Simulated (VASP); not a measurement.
# Al12O in VASP: further runs

Runs on Al12O. Level: PBE. Tasks: single point.

All numbers are computed with VASP 6.6.1; they aren't measurements. Logs are shortened: lines on timing, memory, paths and dates and some standing lists are left out, and cuts for length are marked.

## 1. The cell of the first run

The cell holds a slab with vacuum, 13 atoms: a = 5.728 Å, b = 5.728 Å, c = 15.677 Å, α = 90.00°, β = 90.00°, γ = 60.00°.

## 2. Single point, PBE

Input file INCAR:

```
SYSTEM = Al12O
PREC = Accurate ; ENCUT = 520
EDIFF = 1E-7 ; ISMEAR = -1
SIGMA = 0.15 ; LREAL = .FALSE.
LASPH = .TRUE. ; NELM = 80
ALGO = Normal ; ISIF = 2
LWAVE = .FALSE. ; LCHARG = .FALSE.
GGA = PE ; NBANDS = 33
```

Input file KPOINTS:

```
regular mesh
0
G
  4 4 1
  0 0 0
```

Input file POSCAR:

```
Al12O
1.0
    5.7275650000      0.0000000000      0.0000000000
    2.8637820000      4.9602170000      0.0000000000
    0.0000000000      0.0000000000     15.6765370000
Al O
12 1
Direct
    0.1666666208      0.1666667003      0.0637895984
    0.6666667081      0.1666667003      0.0637895984
    0.1666666712      0.6666665995      0.0637895984
    0.6666667585      0.6666665995      0.0637895984
   -0.1532003537      0.3259724323      0.2122746880
    0.3390815788      0.3306397684      0.2139015141
   -0.1658655207      0.8323680194      0.2120317772
    0.3391723995      0.8292377128      0.2139390862
    0.0425667714     -0.0112333795      0.3659411514
    0.5372916687     -0.0185534222      0.3672041855
    0.0426703330      0.4684214420      0.3658875044
    0.5381286630      0.4807579991      0.3547431426
    0.8869359136     -0.1937378949      0.4178380723
```

Potentials or basis: VASP PAW PBE potentials, release 64 (Al, O).

On the command line:

```bash
$ cat potpaw_PBE.64/Al/POTCAR potpaw_PBE.64/O/POTCAR > POTCAR
$ mpirun -np 1 vasp_std > vasp.out
```

OUTCAR:

```text
SYSTEM = Al12O
   PREC = Accurate
   ENCUT = 520
   EDIFF = 1E-7
   ISMEAR = -1
   LREAL = .FALSE.
   LASPH = .TRUE.
   NELM = 80
   ISIF = 2
   GGA = PE

 ion  position               nearest neighbor table
   1  0.167  0.167  0.064-   5 2.82   2 2.86   4 2.86   3 2.86   3 2.86   2 2.86   4 2.86   6 2.88
                             8 2.89
   2  0.667  0.167  0.064-   7 2.85   6 2.86   1 2.86   4 2.86   3 2.86   3 2.86   4 2.86   1 2.86
                             5 2.87
   3  0.167  0.667  0.064-   7 2.85   4 2.86   1 2.86   2 2.86   2 2.86   1 2.86   4 2.86   8 2.88
                             6 2.88
   4  0.667  0.667  0.064-   7 2.85   8 2.86   3 2.86   1 2.86   2 2.86   2 2.86   3 2.86   1 2.86
                             5 2.88
   5  0.847  0.326  0.212-  12 2.71   1 2.82   8 2.83   6 2.83   7 2.86   7 2.86   2 2.87   4 2.88
                             6 2.89   8 2.90   9 2.94  11 2.94
   6  0.339  0.331  0.214-  11 2.80  12 2.81   5 2.83   7 2.84   8 2.86   2 2.86   8 2.87   7 2.88
                             3 2.88   1 2.88   5 2.89  10 2.97
   7  0.834  0.832  0.212-  10 2.84   8 2.84   6 2.84   3 2.85   4 2.85   2 2.85   5 2.86   5 2.86
                             6 2.88   8 2.88  11 3.02   9 3.02
   8  0.339  0.829  0.214-   9 2.80  12 2.81   5 2.83   7 2.84   6 2.86   4 2.86   6 2.87   3 2.88
                             7 2.88   1 2.89   5 2.90  10 2.97
   9  0.043  0.989  0.366-  13 1.87  11 2.75   8 2.80  10 2.81  12 2.86  12 2.88  10 2.92   5 2.94
                            11 2.98   7 3.02
  10  0.537  0.981  0.367-  13 1.91  11 2.81   9 2.81   7 2.84  12 2.87  12 2.87   9 2.92  11 2.92
                             6 2.97   8 2.97
  11  0.043  0.468  0.366-  13 1.86   9 2.75   6 2.80  10 2.81  12 2.86  12 2.88  10 2.92   5 2.94
                             9 2.98   7 3.02
  12  0.538  0.481  0.355-   5 2.71   8 2.81   6 2.81   9 2.86  11 2.86  10 2.87  10 2.87  11 2.88
                             9 2.88
  13  0.887  0.806  0.418-  11 1.86   9 1.87  10 1.91

  LATTYP: Found a hexagonal cell.
 ALAT       =     5.7275649303
 C/A-ratio  =     2.7370334847

  Lattice vectors:

 A1 = (  -2.8637820000,  -4.9602170000,   0.0000000000)
 A2 = (   5.7275650000,   0.0000000000,   0.0000000000)
 A3 = (   0.0000000000,   0.0000000000,  15.6765370000)

Analysis of symmetry for initial positions (statically):
=====================================================================
 Subroutine PRICEL returns:
 Original cell was already a primitive cell.

 Routine SETGRP: Setting up the symmetry group for a
 hexagonal supercell.

 Subroutine GETGRP returns: Found  1 space group operations
 (whereof  1 operations were pure point group operations)
 out of a pool of 24 trial point group operations.

The static configuration has the point symmetry C_1 .

Analysis of symmetry for dynamics (positions and initial velocities):
=====================================================================
 Subroutine PRICEL returns:
 Original cell was already a primitive cell.

 Routine SETGRP: Setting up the symmetry group for a
 hexagonal supercell.

 Subroutine GETGRP returns: Found  1 space group operations
 (whereof  1 operations were pure point group operations)
 out of a pool of 24 trial point group operations.

The dynamic configuration has the point symmetry C_1 .

 Subroutine INISYM returns: Found  1 space group operations
 (whereof  1 operations are pure point group operations),
 and found     1 'primitive' translations

----------------------------------------------------------------------------------------

                                     Primitive cell

  volume of cell :     445.3699

  direct lattice vectors                    reciprocal lattice vectors
     5.727565000  0.000000000  0.000000000     0.174594265 -0.100802024  0.000000000
     2.863782000  4.960217000  0.000000000     0.000000000  0.201604083  0.000000000
     0.000000000  0.000000000 15.676537000     0.000000000  0.000000000  0.063789598

  length of vectors
     5.727565000  5.727564930 15.676537000     0.201604081  0.201604083  0.063789598

  position of ions in fractional coordinates (direct lattice)
     0.166666621  0.166666700  0.063789598
[... 39 lines left out ...]
  Cartesian coordinates                     Fractional coordinates (reciprocal lattice)
     0.043648566 -0.025200506  0.000000000     0.250000000  0.000000000  0.000000000
     0.000000000  0.050401021  0.000000000     0.000000000  0.250000000  0.000000000
     0.000000000  0.000000000  0.063789598     0.000000000  0.000000000  1.000000000

  Length of vectors
     0.050401020  0.050401021  0.063789598

  Shift w.r.t. Gamma in fractional coordinates (k-lattice)
     0.000000000  0.000000000  0.000000000

 Subroutine IBZKPT returns following result:
 ===========================================

 Found     10 irreducible k-points:

 Following reciprocal coordinates:
            Coordinates               Weight
  0.000000  0.000000  0.000000      1.000000
  0.250000  0.000000  0.000000      2.000000
  0.250000  0.250000  0.000000      2.000000
  0.000000  0.250000  0.000000      2.000000
  0.500000  0.000000  0.000000      1.000000
  0.500000  0.500000  0.000000      1.000000
  0.000000  0.500000  0.000000      1.000000
  0.500000  0.250000  0.000000      2.000000
  0.250000  0.500000  0.000000      2.000000
 -0.250000  0.250000  0.000000      2.000000
   k-points           NKPTS =     10   k-points in BZ     NKDIM =     10   number of bands    NBANDS=     33
   number of dos      NEDOS =    301   number of ions     NIONS =     13
   total plane-waves  NPLWV = 276480
   dimension x,y,z NGX =    48 NGY =   48 NGZ =  120
   dimension x,y,z NGXF=    96 NGYF=   96 NGZF=  240
   ions per type =              12   1
   NGX,Y,Z   is equivalent  to a cutoff of  13.93, 13.93, 12.73 a.u.
   NGXF,Y,Z  is equivalent  to a cutoff of  27.86, 27.86, 25.45 a.u.
 SYSTEM =  Al12O
   PREC   = accura    normal or accurate (medium, high low for compatibility)
   ISTART =      0    job   : 0-new  1-cont  2-samecut
   ICHARG =      2    charge: 1-file 2-atom 10-const
   ISPIN  =      1    spin polarized calculation?
   LNONCOLLINEAR =      F non collinear calculations
   LSORBIT =      F    spin-orbit coupling
   LASPH  =      T    aspherical Exc in radial PAW
   ENCUT  =  520.0 eV  38.22 Ry    6.18 a.u.  10.65 10.65 29.15*2*pi/ulx,y,z
   NELM   =     80;   NELMIN=  2; NELMDL= -5     # of ELM steps
   EDIFF  = 0.1E-06   stopping-criterion for ELM
   LREAL  =      F    real-space projection
   EDIFFG = 0.1E-05   stopping-criterion for IOM
   NSW    =      0    number of steps for IOM
   IBRION =     -1    ionic relax: 0-MD 1-quasi-New 2-CG
   NFREE  =      0    steps in history (QN), initial steepest desc. (CG)
   ISIF   =      2    stress and relaxation
   ISYM   =      2    0-nonsym 1-usesym 2-fastsym
   POTIM  = 0.5000    time-step for ionic-motion
   TEBEG  =    0.0;   TEEND  =   0.0 temperature during run
   PSTRESS=    0.0 pullay stress
   NELECT =      42.0000    total number of electrons
   NUPDOWN=      -1.0000    fix difference up-down
   EMIN   =  10.00;   EMAX   =-10.00  energy-range for DOS
   EFERMI =   0.00;   METHOD = LEGACY
   ISMEAR =    -1;   SIGMA  =   0.15  broadening in eV -4-tet -1-fermi 0-gaus
   EFERMI_NEDOS =   21; number of points for ismear=-14 and -15
   IALGO  =     38    algorithm
   IMIX   =      4    mixing-type and parameters
     AMIX     =   0.40;   BMIX     =  1.00
     AMIX_MAG =   1.60;   BMIX_MAG =  1.00
  volume/ion in A,a.u.               =      34.26       231.19
  Fermi-wavevector in a.u.,A,eV,Ry     =   0.745162  1.408153  7.554868  0.555267
  Thomas-Fermi vector in A             =   1.840685
   LORBIT       =      0    0 simple, 1 ext, 2 COOP (PROOUT), +10 PAW based schemes
   GGA     = PE    functional components
   LHFCALC =     F    Hartree Fock is set to
   AEXX    =    0.0000 exact exchange contribution
   IVDW    =     0    specifies the selected vdW correction
   LEPSILON=     F    determine dielectric tensor
   LRPA    =     F    only Hartree local field effects (RPA)
 non-spin polarized calculation
  energy-cutoff  :      520.00
  volume of cell :      445.37
 maximum number of plane-waves:     12009
 NGX is ok and might be reduce to    48
   NGX = 21   NGY = 21   NGZ = 59

 number of electron      42.0000000 magnetization

 Free energy of the ion-electron system (eV)
  ---------------------------------------------------
  ext. energy  EPLUGINS =         0.00000000
  ---------------------------------------------------
  free energy    TOTEN  =       -51.19832796 eV

  energy without entropy =      -50.85167833  energy(sigma->0) =      -51.02500314

 E-fermi :   1.5146     XC(G=0):  -5.7660

 val. band max:        1.2929444857   @ k =   0.0000   0.2500   0.0000
 cond. band min:       1.5378537098   @ k =   0.5000   0.5000   0.0000
 fundamental gap:      0.2449092241
 Fermi energy:         1.5146475808

 k-point     1 :       0.0000    0.0000    0.0000
  band No.  band energies     occupation
      1     -18.5347      2.00000
      2      -8.8528      2.00000
      3      -7.0929      2.00000
      4      -5.3394      2.00000
      5      -5.1928      2.00000
      6      -4.4444      2.00000
[... 349 lines left out ...]
     32       5.1185      0.00000
     33       5.1723      0.00000

------------------------ aborting loop because EDIFF is reached ----------------------------------------

  FORCE on cell =-STRESS in cart. coord.  units (eV):
  Direction    XX          YY          ZZ          XY          YZ          ZX
  --------------------------------------------------------------------------------------
  -------------------------------------------------------------------------------------
  Total       -5.0975319     -5.0196433     -0.1274611      0.0701532      0.3629767     -0.5972234
  in kB      -18.3379043    -18.0577070     -0.4585296      0.2523699      1.3057755     -2.1484565
  external PRESSURE =     -12.2847136 kB  Pullay stress =       0.0000000 kB

 VOLUME and BASIS-vectors are now :
 -----------------------------------------------------------------------------
  energy-cutoff  :      520.00
  volume of cell :      445.37
      direct lattice vectors                 reciprocal lattice vectors
     5.727565000  0.000000000  0.000000000     0.174594265 -0.100802024  0.000000000
     2.863782000  4.960217000  0.000000000     0.000000000  0.201604083  0.000000000
     0.000000000  0.000000000 15.676537000     0.000000000  0.000000000  0.063789598

 POSITION                                       TOTAL-FORCE (eV/Angst)
 -----------------------------------------------------------------------------------
      1.43189      0.82670      1.00000         0.031135     -0.019317     -0.049247
      4.29567      0.82670      1.00000        -0.005318      0.150491      0.013882
      2.86378      3.30681      1.00000         0.194357     -0.113150      0.028053
      5.72757      3.30681      1.00000        -0.135096     -0.073478      0.014120
      5.78361      1.61689      3.32773         0.007636     -0.001879      0.013932
      2.88899      1.64005      3.35324         0.006370     -0.007077      0.003635
      7.16128      4.12873      3.32392         0.013190     -0.005973     -0.002477
      4.31739      4.11320      3.35382         0.009309      0.001866      0.002745
      3.07542      4.90450      5.73669         0.023328     -0.013402      0.000075
      5.88802      4.86819      5.75649        -0.004236     -0.004902      0.019501
      1.58585      2.32347      5.73585         0.017130     -0.016375     -0.000753
      4.45895      2.38466      5.56114        -0.022415      0.015202     -0.008073
      7.38894      3.99924      6.55025        -0.135391      0.087995     -0.035393
 -----------------------------------------------------------------------------------
    total drift:                                0.000160     -0.000061      0.000169

  FREE ENERGIE OF THE ION-ELECTRON SYSTEM (eV)
  ---------------------------------------------------
  free  energy   TOTEN  =       -51.1983279565 eV

  energy  without entropy=      -50.8516783313  energy(sigma->0) =      -51.02500314
```

Run time: 3 min. Hardware: 1 thread of Intel Xeon 6975P-C (Granite Rapids), shared host; peak memory 0.64 GiB.

Results:

| Property | Result |
| --- | --- |
| Free energy | -51.1983 eV |
| Largest force | 0.227 eV/Å |
| Band gap on the k mesh | zero (bands 21 and 22 overlap by 0.47 eV) |

Forces in eV/Å, atoms in the order of the input:
```
Al   0.031 -0.019 -0.049
Al  -0.005  0.150  0.014
Al   0.194 -0.113  0.028
Al  -0.135 -0.073  0.014
Al   0.008 -0.002  0.014
Al   0.006 -0.007  0.004
Al   0.013 -0.006 -0.002
Al   0.009  0.002  0.003
Al   0.023 -0.013  0.000
Al  -0.004 -0.005  0.020
Al   0.017 -0.016 -0.001
Al  -0.022  0.015 -0.008
O   -0.135  0.088 -0.035
```

Levels at points of the mesh, in eV from the Fermi level:
```tsv
k point	band 18	band 19	band 20	band 21	band 22	band 23
(0.00, 0.00, 0.00)	-2.10	-2.05	-1.65	-0.52	-0.29	-0.26
(0.50, 0.00, 0.00)	-0.66	-0.41	-0.23	0.08	0.10	1.04
(0.50, 0.50, 0.00)	-0.61	-0.37	-0.27	0.02	0.18	1.06
(0.00, 0.50, 0.00)	-0.61	-0.37	-0.27	0.02	0.18	1.06
```

[end of part 1 of 2]
